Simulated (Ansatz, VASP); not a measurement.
**One calculation of HC20, two programs**

```
C H
1.0
     4.92920    0.00000    0.00000
     0.00000    6.80541    0.00000
     0.00000    0.00000   22.23466
C H
20 1
Cartesian
  1.5393 1.7014 4.0000
  4.0039 1.7014 4.0000
  0.3069 1.7014 4.7117
  2.7715 1.7014 4.7117
  0.9227 5.1040 5.0675
  3.3873 5.1040 5.0675
  2.1549 5.1040 5.7792
  4.6195 5.1040 5.7792
  0.3061 1.7014 6.1349
  2.7708 1.7014 6.1349
  1.5381 1.7014 6.8283
  4.0027 1.7014 6.8283
  2.1546 5.1040 7.3582
  4.6192 5.1040 7.3582
  0.9201 5.1040 7.9278
  3.3847 5.1040 7.9278
  1.5377 1.7015 8.3169
  4.0023 1.7015 8.3169
  0.3064 1.7015 8.9347
  2.7710 1.7015 8.9347
  0.3064 5.1042 11.4347
```

Alike in both runs: task single point; functional PBE; dispersion D3(BJ); k mesh 6 × 4 × 1; occupations gaussian, width 0.1 eV; no spin polarisation.

|  | VASP | Ansatz |
| --- | --- | --- |
| version | VASP 6.6.1 | Ansatz 0.2.0 |
| potentials or method | VASP PAW PBE potentials, release 64 (C, H), cutoff 520 eV | scalar-relativistic, plane waves, PAW |
| valence electrons in the cell | 81 | 81 |

Ansatz gave:

* gap on the k mesh at the Fermi level (eV): none
* rms of the force components (eV/Å): 1.099
* work function, face that differs most (eV): 6.78

Question: Estimate VASP's values.

Answer: gap on the k mesh at the Fermi level (eV): none; rms of the force components (eV/Å): 1.091; work function, face that differs most (eV): 6.77.

Atom by atom the forces differ by 0.012 eV/Å (rms over components). A gap of «none» marks a metal or a gap that the smearing closes. Ansatz's warnings: vacuum below fermi, xc potential rough in thin density.
